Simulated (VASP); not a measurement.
A run of VASP 6.6.1 is set up as follows.

Contents of INCAR:

```
SYSTEM = CaH8Cl2O4
ALGO = Normal
EDIFF = 1E-7
ENCUT = 520
GGA = PE
ISIF = 2
ISMEAR = -1
IVDW = 12
LASPH = .TRUE.
LCHARG = .TRUE.
LELF = .TRUE.
LREAL = Auto
LVHAR = .TRUE.
LWAVE = .FALSE.
NBANDS = 41
NELM = 60
PREC = Accurate
SIGMA = 0.02
```

File KPOINTS:

```
k-points
0
G
  1 1 1
  0 0 0
```

The input POSCAR:

```
CaH8Cl2O4
1.0
    6.7596860000      0.0000000000      0.0000000000
    0.0000000000      6.7596860000      0.0000000000
    0.0000000000      0.0000000000      6.7596860000
O H Ca Cl
4 8 1 2
Direct
    0.7175777100      0.2076723682     -0.0522509478
    0.2741843334      0.4998604965     -0.1362489323
    0.8290177976      0.9734919640      0.4218835017
   -0.1334381508      0.6551043939     -0.1182303438
    0.6888633584      0.1825084775      0.0938801003
    0.7957914021      0.3260210607     -0.0577541620
    0.2031011500      0.5079082076     -0.0132254664
    0.2233387764      0.6392752563     -0.1950682325
    0.9260933126      1.0564396039      0.4788683971
    0.8894052179      0.8404828272      0.4138357906
   -0.1565309395      0.6681079565      0.0268059789
   -0.1811918483      0.7723879482     -0.1783070989
    0.4428016331      0.2597605865      0.7252407878
    0.6765550944      0.4526985425      0.4553318009
    0.2393306435      0.9401028391      0.6977395104
```

Potentials or basis: VASP PAW PBE potentials, release 64 (O, H, Ca_sv, Cl).

Run with:

```console
$ cat potpaw_PBE.64/O/POTCAR potpaw_PBE.64/H/POTCAR potpaw_PBE.64/Ca_sv/POTCAR potpaw_PBE.64/Cl/POTCAR > POTCAR
$ mpirun -np 1 vasp_gam > vasp.out
```

(1) Estimate the pressure.

(2) Estimate the dispersion energy per atom.

(3) Estimate the largest force.

(4) Estimate the band gap on the k mesh.

Results:

(1) -1.2 GPa.

(2) -0.042 eV.

(3) 3.084 eV/Å.

(4) 3.48 eV.

Caveat: the k points lie up to 0.93 Å⁻¹ apart.
